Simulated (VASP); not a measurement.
# Se (P3_221) in VASP: notebook

The runs below take Se through single point, with PBEsol.

Program: VASP 6.6.1. These are calculated values, not measurements. Logs are shortened: lines on timing, memory, paths and dates and some standing lists are left out, and cuts for length are marked.

## Step 1: The cell of the first run

It takes space group P3_221 (No. 154, trigonal). The conventional cell has a = 4.281 Å, b = 4.281 Å, c = 4.937 Å, α = 90.00°, β = 90.00°, γ = 120.00°. Se (site symmetry 2) has 6 Se at 2.42 to 3.32 Å within 3.4 Å.

## Step 2: Single point, PBEsol (biaxial strain in the a-b plane: +6.0 %)

INCAR

```
SYSTEM = Se
ALGO     = Normal         ! electronic algorithm
EDIFF    = 1E-6           ! SCF threshold, eV
ENCUT    = 520            ! plane-wave cutoff, eV
GGA      = PS             ! functional
ISIF     = 2              ! what is computed and relaxed
ISMEAR   = 0              ! smearing method
LASPH    = .TRUE.         ! aspherical terms in the spheres
LCHARG   = .FALSE.        ! write CHGCAR
LREAL    = .FALSE.        ! projectors in reciprocal space
LWAVE    = .FALSE.        ! write WAVECAR
NBANDS   = 16             ! bands
NELM     = 100            ! most SCF steps
PREC     = Accurate       ! precision mode
SIGMA    = 0.02           ! smearing width, eV
```

KPOINTS

```
k-points
0
G
  12 12 8
  0 0 0
```

POSCAR

```
Se
1.0
    4.2807770944      0.0000000000      0.0000000000
   -2.1403885472      3.7072617117      0.0000000000
    0.0000000000      0.0000000000      4.9370916982
Se
3
Direct
    0.2394868289      0.0000000000      0.1666666667
    0.0000000000      0.2394868289      0.8333333333
    0.7605131711      0.7605131711      0.5000000000
```

Potentials or basis: VASP PAW PBE potentials, release 64 (Se).

On the command line:

```
> cat potpaw_PBE.64/Se/POTCAR > POTCAR
> mpirun -np 1 vasp_std > vasp.out
```

OUTCAR:

```text
SYSTEM = Se
   EDIFF = 1E-6
   ENCUT = 520
   GGA = PS
   ISIF = 2
   ISMEAR = 0
   LASPH = .TRUE.
   LREAL = .FALSE.
   NELM = 100
   PREC = Accurate

 ion  position               nearest neighbor table
   1  0.239  0.000  0.167-   3 2.42   2 2.42
   2  0.000  0.239  0.833-   3 2.42   1 2.42
   3  0.761  0.761  0.500-   1 2.42   2 2.42

  LATTYP: Found a hexagonal cell.
 ALAT       =     4.2807770944
 C/A-ratio  =     1.1533166968

  Lattice vectors:

 A1 = (   4.2807770944,   0.0000000000,   0.0000000000)
 A2 = (  -2.1403885472,   3.7072617117,   0.0000000000)
 A3 = (   0.0000000000,   0.0000000000,   4.9370916982)

Analysis of symmetry for initial positions (statically):
=====================================================================
 Subroutine PRICEL returns:
 Original cell was already a primitive cell.

 Routine SETGRP: Setting up the symmetry group for a
 hexagonal supercell.

 Subroutine GETGRP returns: Found  6 space group operations
 (whereof  2 operations were pure point group operations)
 out of a pool of 24 trial point group operations.

The static configuration has the point symmetry C_2 .
 The point group associated with its full space group is D_3 .

Analysis of symmetry for dynamics (positions and initial velocities):
=====================================================================
 Subroutine PRICEL returns:
 Original cell was already a primitive cell.

 Routine SETGRP: Setting up the symmetry group for a
 hexagonal supercell.

 Subroutine GETGRP returns: Found  6 space group operations
 (whereof  2 operations were pure point group operations)
 out of a pool of 24 trial point group operations.

The dynamic configuration has the point symmetry C_2 .
 The point group associated with its full space group is D_3 .

 Subroutine INISYM returns: Found  6 space group operations
 (whereof  2 operations are pure point group operations),
 and found     1 'primitive' translations

----------------------------------------------------------------------------------------

                                     Primitive cell

  volume of cell :      78.3515

  direct lattice vectors                    reciprocal lattice vectors
     4.280777094  0.000000000  0.000000000     0.233602446  0.134870435  0.000000000
    -2.140388547  3.707261712  0.000000000     0.000000000  0.269740870  0.000000000
     0.000000000  0.000000000  4.937091698     0.000000000  0.000000000  0.202548395

  length of vectors
     4.280777094  4.280777094  4.937091698     0.269740870  0.269740870  0.202548395

  position of ions in fractional coordinates (direct lattice)
     0.239486829  0.000000000  0.166666667
     0.000000000  0.239486829  0.833333333
     0.760513171  0.760513171  0.500000000

  ion indices of the primitive-cell ions
   primitive index   ion index
                 1           1
                 2           2
                 3           3

----------------------------------------------------------------------------------------

 KPOINTS: k-points

Automatic generation of k-mesh.
 Grid dimensions read from file:
 generate k-points for:   12   12    8

 Generating k-lattice:

  Cartesian coordinates                     Fractional coordinates (reciprocal lattice)
     0.019466870  0.011239203  0.000000000     0.083333333  0.000000000  0.000000000
     0.000000000  0.022478406  0.000000000     0.000000000  0.083333333  0.000000000
     0.000000000  0.000000000  0.025318549     0.000000000  0.000000000  0.125000000

  Length of vectors
     0.022478406  0.022478406  0.025318549

  Shift w.r.t. Gamma in fractional coordinates (k-lattice)
     0.000000000  0.000000000  0.000000000

 Subroutine IBZKPT returns following result:
 ===========================================

 Found    131 irreducible k-points:

 Following reciprocal coordinates:
            Coordinates               Weight
  0.000000  0.000000  0.000000      1.000000
  0.083333  0.000000  0.000000      6.000000
  0.166667  0.000000  0.000000      6.000000
  0.250000  0.000000  0.000000      6.000000
  0.333333 -0.000000  0.000000      6.000000
  0.416667  0.000000  0.000000      6.000000
[... 16 lines left out ...]
  0.166667  0.000000  0.125000      6.000000
  0.000000  0.166667  0.125000      6.000000
 [... further k-points ...]
   k-points           NKPTS =    131   k-points in BZ     NKDIM =    131   number of bands    NBANDS=     16
   number of dos      NEDOS =    301   number of ions     NIONS =      3
   total plane-waves  NPLWV =  40960
   dimension x,y,z NGX =    32 NGY =   32 NGZ =   40
   dimension x,y,z NGXF=    64 NGYF=   64 NGZF=   80
   ions per type =               3
   NGX,Y,Z   is equivalent  to a cutoff of  12.43, 12.43, 13.47 a.u.
   NGXF,Y,Z  is equivalent  to a cutoff of  24.85, 24.85, 26.94 a.u.
 SYSTEM =  Se
   PREC   = accura    normal or accurate (medium, high low for compatibility)
   ISTART =      0    job   : 0-new  1-cont  2-samecut
   ICHARG =      2    charge: 1-file 2-atom 10-const
   ISPIN  =      1    spin polarized calculation?
   LNONCOLLINEAR =      F non collinear calculations
   LSORBIT =      F    spin-orbit coupling
   LASPH  =      T    aspherical Exc in radial PAW
   ENCUT  =  520.0 eV  38.22 Ry    6.18 a.u.   7.96  7.96  9.18*2*pi/ulx,y,z
   NELM   =    100;   NELMIN=  2; NELMDL= -5     # of ELM steps
   EDIFF  = 0.1E-05   stopping-criterion for ELM
   LREAL  =      F    real-space projection
   EDIFFG = 0.1E-04   stopping-criterion for IOM
   NSW    =      0    number of steps for IOM
   IBRION =     -1    ionic relax: 0-MD 1-quasi-New 2-CG
   NFREE  =      0    steps in history (QN), initial steepest desc. (CG)
   ISIF   =      2    stress and relaxation
   ISYM   =      2    0-nonsym 1-usesym 2-fastsym
   POTIM  = 0.5000    time-step for ionic-motion
   TEBEG  =    0.0;   TEEND  =   0.0 temperature during run
   PSTRESS=    0.0 pullay stress
   NELECT =      18.0000    total number of electrons
   NUPDOWN=      -1.0000    fix difference up-down
   EMIN   =  10.00;   EMAX   =-10.00  energy-range for DOS
   EFERMI =   0.00;   METHOD = LEGACY
   ISMEAR =     0;   SIGMA  =   0.02  broadening in eV -4-tet -1-fermi 0-gaus
   EFERMI_NEDOS =   21; number of points for ismear=-14 and -15
   IALGO  =     38    algorithm
   IMIX   =      4    mixing-type and parameters
     AMIX     =   0.40;   BMIX     =  1.00
     AMIX_MAG =   1.60;   BMIX_MAG =  1.00
  volume/ion in A,a.u.               =      26.12       176.25
  Fermi-wavevector in a.u.,A,eV,Ry     =   1.002651  1.894736 13.678072  1.005310
  Thomas-Fermi vector in A             =   2.135152
   LORBIT       =      0    0 simple, 1 ext, 2 COOP (PROOUT), +10 PAW based schemes
   GGA     = PS    functional components
   LHFCALC =     F    Hartree Fock is set to
   AEXX    =    0.0000 exact exchange contribution
   IVDW    =     0    specifies the selected vdW correction
   LEPSILON=     F    determine dielectric tensor
   LRPA    =     F    only Hartree local field effects (RPA)
 non-spin polarized calculation
 Gauss-broadening in eV      SIGMA  =   0.02
  energy-cutoff  :      520.00
  volume of cell :       78.35
 maximum number of plane-waves:      2136
   NGX = 15   NGY = 15   NGZ = 19

 number of electron      18.0000000 magnetization

 Free energy of the ion-electron system (eV)
  ---------------------------------------------------
  ext. energy  EPLUGINS =         0.00000000
  ---------------------------------------------------
  free energy    TOTEN  =       -11.51874116 eV

  energy without entropy =      -11.51874116  energy(sigma->0) =      -11.51874116

 E-fermi :   3.1658     XC(G=0):  -9.2818

 val. band max:        3.0292083263   @ k =   0.5000   0.0000   0.5000
 cond. band min:       3.7853066087   @ k =   0.0000   0.0000   0.5000
 fundamental gap:      0.7560982824
 Fermi energy:         3.1658371141

 k-point     1 :       0.0000    0.0000    0.0000
  band No.  band energies     occupation
      1     -12.8465      2.00000
      2      -8.7678      2.00000
      3      -8.7678      2.00000
      4      -0.9071      2.00000
      5      -0.7259      2.00000
      6      -0.7259      2.00000
[... 8 lines left out ...]
     15       9.3376      0.00000
     16      11.2861      0.00000

 k-point     2 :       0.0833    0.0000    0.0000
  band No.  band energies     occupation
      1     -12.8113      2.00000
      2      -8.7973      2.00000
      3      -8.7651      2.00000
      4      -1.1895      2.00000
      5      -0.8704      2.00000
      6      -0.6603      2.00000
[... 8 lines left out ...]
     15       9.7240      0.00000
     16      11.1682      0.00000

 k-point     3 :       0.1667    0.0000    0.0000
  band No.  band energies     occupation
      1     -12.7105      2.00000
      2      -8.8871      2.00000
      3      -8.7575      2.00000
      4      -1.6182      2.00000
      5      -1.1364      2.00000
      6      -0.7037      2.00000
[... 8 lines left out ...]
     15      10.3455      0.00000
     16      11.2919      0.00000

 k-point     4 :       0.2500    0.0000    0.0000
  band No.  band energies     occupation
      1     -12.5598      2.00000
      2      -9.0339      2.00000
      3      -8.7465      2.00000
      4      -1.9562      2.00000
      5      -1.3953      2.00000
      6      -0.8043      2.00000
[... 8 lines left out ...]
     15      10.9041      0.00000
     16      11.8106      0.00000
[... 324 lines left out ...]
 k-point    22 :       0.0000    0.0833    0.1250
  band No.  band energies     occupation
      1     -12.7379      2.00000
      2      -9.5804      2.00000
      3      -8.0110      2.00000
      4      -1.2045      2.00000
      5      -0.9167      2.00000
      6      -0.5623      2.00000
[... 8 lines left out ...]
     15       9.9940      0.00000
     16      10.5053      0.00000

 k-point    23 :       0.1667    0.0000    0.1250
  band No.  band energies     occupation
      1     -12.6377      2.00000
      2      -9.5869      2.00000
      3      -8.0911      2.00000
      4      -1.6019      2.00000
      5      -1.3245      2.00000
      6      -0.5873      2.00000
[... 8 lines left out ...]
     15      10.3106      0.00000
     16      11.3581      0.00000

 k-point    24 :       0.0000    0.1667    0.1250
  band No.  band energies     occupation
      1     -12.6386      2.00000
      2      -9.5696      2.00000
      3      -8.1220      2.00000
      4      -1.5728      2.00000
      5      -1.1074      2.00000
      6      -0.6299      2.00000
[... 8 lines left out ...]
     15      10.4466      0.00000
     16      10.5462      0.00000

 [... further k-points ...]

------------------------ aborting loop because EDIFF is reached ----------------------------------------

  FORCE on cell =-STRESS in cart. coord.  units (eV):
  Direction    XX          YY          ZZ          XY          YZ          ZX
  --------------------------------------------------------------------------------------
  -------------------------------------------------------------------------------------
  Total       -0.7718345     -0.7718345      0.0779910      0.0000000     -0.0000000     -0.0000000
  in kB      -15.7829335    -15.7829335      1.5948074      0.0000000     -0.0000000     -0.0000000
  external PRESSURE =      -9.9903532 kB  Pullay stress =       0.0000000 kB

 VOLUME and BASIS-vectors are now :
 -----------------------------------------------------------------------------
  energy-cutoff  :      520.00
  volume of cell :       78.35
      direct lattice vectors                 reciprocal lattice vectors
     4.280777094  0.000000000  0.000000000     0.233602446  0.134870435  0.000000000
    -2.140388547  3.707261712  0.000000000     0.000000000  0.269740870  0.000000000
     0.000000000  0.000000000  4.937091698     0.000000000  0.000000000  0.202548395

 POSITION                                       TOTAL-FORCE (eV/Angst)
 -----------------------------------------------------------------------------------
      1.02519      0.00000      0.82285        -0.122589      0.000000      0.000000
     -0.51259      0.88784      4.11424         0.061295     -0.106166     -0.000000
      1.62779      2.81942      2.46855         0.061295      0.106166      0.000000
 -----------------------------------------------------------------------------------
    total drift:                               -0.000000     -0.000000      0.000000

  FREE ENERGIE OF THE ION-ELECTRON SYSTEM (eV)
  ---------------------------------------------------
  free  energy   TOTEN  =       -11.5187411565 eV

  energy  without entropy=      -11.5187411565  energy(sigma->0) =      -11.51874116
```

Run time: 3.3 min. Hardware: 1 thread of Oxide Virtual Turin-like, shared host; peak memory 0.24 GiB.

Results:

```
Free energy            : -11.5187 eV
Pressure               : -1.0 GPa
Largest force          : 0.123 eV/Å
Band gap on the k mesh : 0.76 eV (least direct gap 1.11 eV)
```

Forces on the atoms (eV/Å):
```
Se  -0.123  0.000  0.000
Se   0.061 -0.106  0.000
Se   0.061  0.106  0.000
```

Stress tensor (GPa, compression positive):
```
-1.58  0.00  0.00
 0.00 -1.58  0.00
 0.00  0.00  0.16
```

Caveat: the cell differs from its parent crystal (biaxial strain in the a-b plane: +6.0 %); semilocal functionals underestimate gaps, and a narrow one can read as zero; the PAW data sets were made with another functional, which shifts forces and pressure a little. A k mesh can miss the band edges.

## Step 3: Single point, PBEsol (biaxial strain in the a-b plane: +6.0 %, then relaxed in part)

INCAR

```
SYSTEM = Se
PREC = Accurate
ENCUT = 520
EDIFF = 1E-7
ISMEAR = 0
SIGMA = 0.02
LREAL = .False.
LASPH = .True.
NELM = 60
ALGO = Normal
ISIF = 2
LWAVE = .False.
LCHARG = .True.
GGA = PS
LELF = .True.
LVHAR = .True.
NBANDS = 16
```

KPOINTS

```
Automatic mesh
0
Gamma
  12 12 8
  0 0 0
```

POSCAR

```
Se
1.0
    4.2807770944      0.0000000000      0.0000000000
   -2.1403885472      3.7072617117      0.0000000000
    0.0000000000      0.0000000000      4.9805226173
Se
3
Direct
    0.2349199805      0.0000000000      0.1666666667
    0.0000000000      0.2349199805      0.8333333333
    0.7650800195      0.7650800195      0.5000000000
```

Potentials or basis: VASP PAW PBE potentials, release 64 (Se).

On the command line:

```
> cat potpaw_PBE.64/Se/POTCAR > POTCAR
> mpirun -np 1 vasp_std > vasp.out
```

OUTCAR:

```text
SYSTEM = Se
   PREC = Accurate
   ENCUT = 520
   EDIFF = 1E-7
   ISMEAR = 0
   LREAL = .False.
   LASPH = .True.
   NELM = 60
   ISIF = 2
   GGA = PS

 ion  position               nearest neighbor table
   1  0.235  0.000  0.167-   3 2.41   2 2.41
   2  0.000  0.235  0.833-   3 2.41   1 2.41
   3  0.765  0.765  0.500-   1 2.41   2 2.41

  LATTYP: Found a hexagonal cell.
 ALAT       =     4.2807770944
 C/A-ratio  =     1.1634622657

  Lattice vectors:

 A1 = (   4.2807770944,   0.0000000000,   0.0000000000)
[... 632 lines left out ...]
      6      -0.6764      2.00000
[... 8 lines left out ...]
     15      10.3647      0.00000
     16      10.4795      0.00000

 [... further k-points ...]
[... 5 lines left out ...]
  --------------------------------------------------------------------------------------
  -------------------------------------------------------------------------------------
  Total       -0.5082361     -0.5082361      0.1139039      0.0000000     -0.0000000      0.0000000
  in kB      -10.3020891    -10.3020891      2.3088650      0.0000000     -0.0000000      0.0000000
  external PRESSURE =      -6.0984378 kB  Pullay stress =       0.0000000 kB

 VOLUME and BASIS-vectors are now :
 -----------------------------------------------------------------------------
  energy-cutoff  :      520.00
  volume of cell :       79.04
      direct lattice vectors                 reciprocal lattice vectors
     4.280777094  0.000000000  0.000000000     0.233602446  0.134870435  0.000000000
    -2.140388547  3.707261712  0.000000000     0.000000000  0.269740870  0.000000000
     0.000000000  0.000000000  4.980522617     0.000000000  0.000000000  0.200782142

 POSITION                                       TOTAL-FORCE (eV/Angst)
 -----------------------------------------------------------------------------------
      1.00564      0.00000      0.83009         0.037532      0.000000      0.000000
     -0.50282      0.87091      4.15044        -0.018766      0.032504     -0.000000
      1.63757      2.83635      2.49026        -0.018766     -0.032504     -0.000000
 -----------------------------------------------------------------------------------
    total drift:                                0.000001      0.000001      0.000000

  FREE ENERGIE OF THE ION-ELECTRON SYSTEM (eV)
  ---------------------------------------------------
  free  energy   TOTEN  =       -11.5221942319 eV

  energy  without entropy=      -11.5221942319  energy(sigma->0) =      -11.52219423
```

Wall time 3.2 min (1 thread of Oxide Virtual Turin-like, shared host); peak memory 0.24 GiB.

What came out:

- Free energy: -11.5222 eV
- Pressure: -0.6 GPa
- Largest force: 0.038 eV/Å
- Band gap on the k mesh: 0.85 eV (least direct gap 1.03 eV)

Forces on the atoms (eV/Å):
```
Se   0.038  0.000  0.000
Se  -0.019  0.033  0.000
Se  -0.019 -0.033  0.000
```

Caveat: the cell differs from its parent crystal (biaxial strain in the a-b plane: +6.0 %, then relaxed in part); the PAW data sets were made with another functional, which shifts forces and pressure a little. A k mesh can miss the band edges.
